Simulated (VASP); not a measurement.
# Cr (Im-3m) in VASP: further runs

Cr is run at these levels: PBE; tasks: electric field gradients.

Everything below comes from runs of VASP 6.6.1. Logs are shortened: lines on timing, memory, paths and dates and some standing lists are left out, and cuts for length are marked.

**1. The cell of the first run**

It takes space group Im-3m (No. 229, cubic). The conventional cell has a = 2.903 Å, b = 2.903 Å, c = 2.903 Å, α = 90.00°, β = 90.00°, γ = 90.00°. Cr (site symmetry m-3m) has 14 Cr at 2.51 to 2.90 Å within 3.3 Å.

**2. Electric field gradients, PBE, collinear spin, ferromagnetic start (volume scaled by 1.02)**

INCAR

```
SYSTEM = Cr
ALGO = Normal
EDIFF = 1E-8
ENCUT = 520
GGA = PE
ISIF = 2
ISMEAR = -1
ISPIN = 2
LASPH = .True.
LCHARG = .False.
LEFG = .True.
LMAXMIX = 4
LORBIT = 11
LREAL = .False.
LWAVE = .False.
MAGMOM = 3
NBANDS = 16
NELM = 150
PREC = Accurate
SIGMA = 0.08
```

KPOINTS

```
k-points
0
Gamma
  18 18 18
  0 0 0
```

POSCAR

```
Cr
1.0
   -1.4514996160      1.4514996160      1.4514996160
    1.4514996160     -1.4514996160      1.4514996160
    1.4514996160      1.4514996160     -1.4514996160
Cr
1
Direct
    0.0000000000      0.0000000000      0.0000000000
```

Potentials or basis: VASP PAW PBE potentials, release 64 (Cr_pv).

On the command line:

```console
> cat potpaw_PBE.64/Cr_pv/POTCAR > POTCAR
> mpirun -np 1 vasp_std > vasp.out
```

OUTCAR:

```text
SYSTEM = Cr
   EDIFF = 1E-8
   ENCUT = 520
   GGA = PE
   ISIF = 2
   ISMEAR = -1
   ISPIN = 2
   LASPH = .True.
   LORBIT = 11
   LREAL = .False.
   NELM = 150
   PREC = Accurate

 ion  position               nearest neighbor table
   1  0.000  0.000  0.000-

  LATTYP: Found a body centered cubic cell.
 ALAT       =     2.9029992320

  Lattice vectors:

 A1 = (  -1.4514996160,   1.4514996160,   1.4514996160)
 A2 = (   1.4514996160,  -1.4514996160,   1.4514996160)
 A3 = (   1.4514996160,   1.4514996160,  -1.4514996160)

Analysis of symmetry for initial positions (statically):
=====================================================================
 Subroutine PRICEL returns:
 Original cell was already a primitive cell.

 Routine SETGRP: Setting up the symmetry group for a
 body centered cubic supercell.

 Subroutine GETGRP returns: Found 48 space group operations
 (whereof 48 operations were pure point group operations)
 out of a pool of 48 trial point group operations.

The static configuration has the point symmetry O_h .

Analysis of symmetry for dynamics (positions and initial velocities):
=====================================================================
 Subroutine PRICEL returns:
 Original cell was already a primitive cell.

 Routine SETGRP: Setting up the symmetry group for a
 body centered cubic supercell.

 Subroutine GETGRP returns: Found 48 space group operations
 (whereof 48 operations were pure point group operations)
 out of a pool of 48 trial point group operations.

The dynamic configuration has the point symmetry O_h .

Analysis of structural, dynamic, and magnetic symmetry:
=====================================================================
 Subroutine PRICEL returns:
 Original cell was already a primitive cell.

 Routine SETGRP: Setting up the symmetry group for a
 body centered cubic supercell.

 Subroutine GETGRP returns: Found 48 space group operations
 (whereof 48 operations were pure point group operations)
 out of a pool of 48 trial point group operations.

The overall configuration has the point symmetry O_h .

 Subroutine INISYM returns: Found 48 space group operations
 (whereof 48 operations are pure point group operations),
 and found     1 'primitive' translations

----------------------------------------------------------------------------------------

                                     Primitive cell

  volume of cell :      12.2324

  direct lattice vectors                    reciprocal lattice vectors
    -1.451499616  1.451499616  1.451499616     0.000000000  0.344471328  0.344471328
     1.451499616 -1.451499616  1.451499616     0.344471328  0.000000000  0.344471328
     1.451499616  1.451499616 -1.451499616     0.344471328  0.344471328  0.000000000

  length of vectors
     2.514071082  2.514071082  2.514071082     0.487156024  0.487156024  0.487156024

  position of ions in fractional coordinates (direct lattice)
     0.000000000  0.000000000  0.000000000

  ion indices of the primitive-cell ions
   primitive index   ion index
                 1           1

----------------------------------------------------------------------------------------

 KPOINTS: k-points

Automatic generation of k-mesh.
 Grid dimensions read from file:
 generate k-points for:   18   18   18

 Generating k-lattice:

  Cartesian coordinates                     Fractional coordinates (reciprocal lattice)
     0.000000000  0.019137296  0.019137296     0.055555556  0.000000000  0.000000000
     0.019137296  0.000000000  0.019137296     0.000000000  0.055555556  0.000000000
     0.019137296  0.019137296  0.000000000     0.000000000  0.000000000  0.055555556

  Length of vectors
     0.027064224  0.027064224  0.027064224

  Shift w.r.t. Gamma in fractional coordinates (k-lattice)
     0.000000000  0.000000000  0.000000000

 Subroutine IBZKPT returns following result:
 ===========================================

 Found    195 irreducible k-points:

 Following reciprocal coordinates:
            Coordinates               Weight
  0.000000  0.000000  0.000000      1.000000
  0.055556  0.000000  0.000000     12.000000
  0.111111  0.000000  0.000000     12.000000
  0.166667  0.000000  0.000000     12.000000
  0.222222  0.000000  0.000000     12.000000
  0.277778  0.000000  0.000000     12.000000
[... 16 lines left out ...]
  0.333333  0.111111 -0.000000     48.000000
  0.388889  0.111111  0.000000     48.000000
 [... further k-points ...]
   k-points           NKPTS =    195   k-points in BZ     NKDIM =    195   number of bands    NBANDS=     16
   number of dos      NEDOS =    301   number of ions     NIONS =      1
   total plane-waves  NPLWV =   8000
   dimension x,y,z NGX =    20 NGY =   20 NGZ =   20
   dimension x,y,z NGXF=    40 NGYF=   40 NGZF=   40
   ions per type =               1
   NGX,Y,Z   is equivalent  to a cutoff of  13.23, 13.23, 13.23 a.u.
   NGXF,Y,Z  is equivalent  to a cutoff of  26.45, 26.45, 26.45 a.u.
 SYSTEM =  Cr
   PREC   = accura    normal or accurate (medium, high low for compatibility)
   ISTART =      0    job   : 0-new  1-cont  2-samecut
   ICHARG =      2    charge: 1-file 2-atom 10-const
   ISPIN  =      2    spin polarized calculation?
   LNONCOLLINEAR =      F non collinear calculations
   LSORBIT =      F    spin-orbit coupling
   LASPH  =      T    aspherical Exc in radial PAW
   ENCUT  =  520.0 eV  38.22 Ry    6.18 a.u.   4.67  4.67  4.67*2*pi/ulx,y,z
   NELM   =    150;   NELMIN=  2; NELMDL= -5     # of ELM steps
   EDIFF  = 0.1E-07   stopping-criterion for ELM
   LREAL  =      F    real-space projection
   EDIFFG = 0.1E-06   stopping-criterion for IOM
   NSW    =      0    number of steps for IOM
   IBRION =     -1    ionic relax: 0-MD 1-quasi-New 2-CG
   NFREE  =      0    steps in history (QN), initial steepest desc. (CG)
   ISIF   =      2    stress and relaxation
   ISYM   =      2    0-nonsym 1-usesym 2-fastsym
   POTIM  = 0.5000    time-step for ionic-motion
   TEBEG  =    0.0;   TEEND  =   0.0 temperature during run
   PSTRESS=    0.0 pullay stress
   NELECT =      12.0000    total number of electrons
   NUPDOWN=      -1.0000    fix difference up-down
   EMIN   =  10.00;   EMAX   =-10.00  energy-range for DOS
   EFERMI =   0.00;   METHOD = LEGACY
   ISMEAR =    -1;   SIGMA  =   0.08  broadening in eV -4-tet -1-fermi 0-gaus
   EFERMI_NEDOS =   21; number of points for ismear=-14 and -15
   IALGO  =     38    algorithm
   IMIX   =      4    mixing-type and parameters
     AMIX     =   0.40;   BMIX     =  1.00
     AMIX_MAG =   1.60;   BMIX_MAG =  1.00
  volume/ion in A,a.u.               =      12.23        82.55
  Fermi-wavevector in a.u.,A,eV,Ry     =   1.626666  3.073953 36.001580  2.646041
  Thomas-Fermi vector in A             =   2.719588
   LORBIT       =     11    0 simple, 1 ext, 2 COOP (PROOUT), +10 PAW based schemes
   GGA     = PE    functional components
   LHFCALC =     F    Hartree Fock is set to
   AEXX    =    0.0000 exact exchange contribution
   IVDW    =     0    specifies the selected vdW correction
   LEPSILON=     F    determine dielectric tensor
   LRPA    =     F    only Hartree local field effects (RPA)
 spin polarized calculation
  energy-cutoff  :      520.00
  volume of cell :       12.23
 maximum number of plane-waves:       370
   NGX =  9   NGY =  9   NGZ =  9

 number of electron      11.9999996 magnetization      -0.0000218

 number of electron      11.9999996 magnetization       0.0000005

 Free energy of the ion-electron system (eV)
  ---------------------------------------------------
  ext. energy  EPLUGINS =         0.00000000
  ---------------------------------------------------
  free energy    TOTEN  =        -9.49143494 eV

  energy without entropy =       -9.47376050  energy(sigma->0) =       -9.48259772

 E-fermi :  10.1757     XC(G=0): -13.3446

 val. band max:       10.1584349621   @ k =  -0.3333   0.3333   0.2778
 cond. band min:      10.1761936462   @ k =   0.3889   0.0556   0.0556
 fundamental gap:      0.0177586840
 Fermi energy:        10.1757078818

 spin component 1

 k-point     1 :       0.0000    0.0000    0.0000
  band No.  band energies     occupation
      1     -32.6282      1.00000
      2     -32.6282      1.00000
      3     -32.6282      1.00000
      4       2.5299      1.00000
      5       9.3308      0.99997
      6       9.3308      0.99997
[... 8 lines left out ...]
     15      38.9863      0.00000
     16      43.0403      0.00000

 k-point     2 :       0.0556    0.0000    0.0000
  band No.  band energies     occupation
      1     -32.6521      1.00000
      2     -32.6356      1.00000
      3     -32.6283      1.00000
      4       2.6590      1.00000
      5       9.2827      0.99999
      6       9.3233      0.99998
[... 8 lines left out ...]
     15      39.2823      0.00000
     16      41.4302      0.00000
[... 387 lines left out ...]
      5       8.0840      1.00000
      6       9.3481      0.99997
[... 8 lines left out ...]
     15      39.2587      0.00000
     16      40.4815      0.00000

 k-point    24 :       0.3889    0.1111    0.0000
  band No.  band energies     occupation
      1     -33.3411      1.00000
      2     -32.8905      1.00000
      3     -32.6646      1.00000
      4       6.3093      1.00000
      5       7.9860      1.00000
      6       9.8209      0.98829
[... 8 lines left out ...]
     15      39.5269      0.00000
     16      40.3319      0.00000

 [... further k-points ...]

 spin component 2

 k-point     1 :       0.0000    0.0000    0.0000
  band No.  band energies     occupation
      1     -32.6282      1.00000
      2     -32.6282      1.00000
      3     -32.6282      1.00000
      4       2.5299      1.00000
      5       9.3308      0.99997
      6       9.3308      0.99997
[... 8 lines left out ...]
     15      38.9863      0.00000
     16      43.0403      0.00000

 k-point     2 :       0.0556    0.0000    0.0000
  band No.  band energies     occupation
      1     -32.6521      1.00000
      2     -32.6356      1.00000
      3     -32.6283      1.00000
      4       2.6590      1.00000
      5       9.2827      0.99999
      6       9.3233      0.99998
[... 8 lines left out ...]
     15      39.2823      0.00000
     16      41.4302      0.00000
[... 387 lines left out ...]
      5       8.0840      1.00000
      6       9.3481      0.99997
[... 8 lines left out ...]
     15      39.2587      0.00000
     16      40.4815      0.00000

 k-point    24 :       0.3889    0.1111    0.0000
  band No.  band energies     occupation
      1     -33.3411      1.00000
      2     -32.8905      1.00000
      3     -32.6646      1.00000
      4       6.3093      1.00000
      5       7.9860      1.00000
      6       9.8209      0.98829
[... 8 lines left out ...]
     15      39.5269      0.00000
     16      40.3319      0.00000

 [... further k-points ...]
[... 5 lines left out ...]
  --------------------------------------------------------------------------------------
  -------------------------------------------------------------------------------------
  Total       -1.0203111     -1.0203111     -1.0203111      0.0000000      0.0000000      0.0000000
  in kB     -133.6387616   -133.6387616   -133.6387616      0.0000000      0.0000000      0.0000000
  external PRESSURE =    -133.6387616 kB  Pullay stress =       0.0000000 kB

 VOLUME and BASIS-vectors are now :
 -----------------------------------------------------------------------------
  energy-cutoff  :      520.00
  volume of cell :       12.23
      direct lattice vectors                 reciprocal lattice vectors
    -1.451499616  1.451499616  1.451499616     0.000000000  0.344471328  0.344471328
     1.451499616 -1.451499616  1.451499616     0.344471328  0.000000000  0.344471328
     1.451499616  1.451499616 -1.451499616     0.344471328  0.344471328  0.000000000

 POSITION                                       TOTAL-FORCE (eV/Angst)
 -----------------------------------------------------------------------------------
      0.00000      0.00000      0.00000        -0.000000      0.000000     -0.000000
 -----------------------------------------------------------------------------------
    total drift:                                0.000000     -0.000000      0.000000

  FREE ENERGIE OF THE ION-ELECTRON SYSTEM (eV)
  ---------------------------------------------------
  free  energy   TOTEN  =        -9.4914349406 eV

  energy  without entropy=       -9.4737605048  energy(sigma->0) =       -9.48259772

 Electric field gradients (V/A^2)
---------------------------------------------------------------------
 ion       V_xx      V_yy      V_zz      V_xy      V_xz      V_yz
---------------------------------------------------------------------
   1      -0.000    -0.000     0.000    -0.002    -0.002    -0.002
---------------------------------------------------------------------

 Electric field gradients after diagonalization (V/A^2)
 (convention: |V_zz| > |V_xx| > |V_yy|)
----------------------------------------------------------------------
 ion       V_xx      V_yy      V_zz     asymmetry (V_yy - V_xx)/ V_zz
----------------------------------------------------------------------
   1       0.002     0.002    -0.004       0.000
----------------------------------------------------------------------

           NMR quadrupolar parameters

 Cq : quadrupolar parameter    Cq=e*Q*V_zz/h
 eta: asymmetry parameters     (V_yy - V_xx)/ V_zz
 Q  : nuclear electric quadrupole moment in mb (millibarn)
----------------------------------------------------------------------
 ion       Cq(MHz)       eta       Q (mb)
----------------------------------------------------------------------
   1      -0.000       0.000       1.000
----------------------------------------------------------------------

 total charge

# of ion       s       p       d       tot
------------------------------------------
    1        0.420   6.371   4.147  10.938

 magnetization (x)

# of ion       s       p       d       tot
------------------------------------------
    1        0.000  -0.000   0.000   0.000
```

Wall time 1.8 min (1 thread of Intel Xeon Platinum 8375C at 2.90GHz (Ice Lake), shared host); peak memory 0.18 GiB.

Results:

* Free energy: -9.4914 eV
* Pressure: -13.4 GPa
* Band gap on the k mesh: zero (filled and empty bands overlap)
* Net moment: 0.00 μB per cell
* Valence electrons inside the program's atomic spheres: Cr 10.94

Caveat: the starting moments collapsed, and a magnetic state may lie lower; without QUAD_EFG the Cq values of the log hold for a quadrupole moment of 1 mb, not for the nuclei.

(Continued in part 2 of 2.)
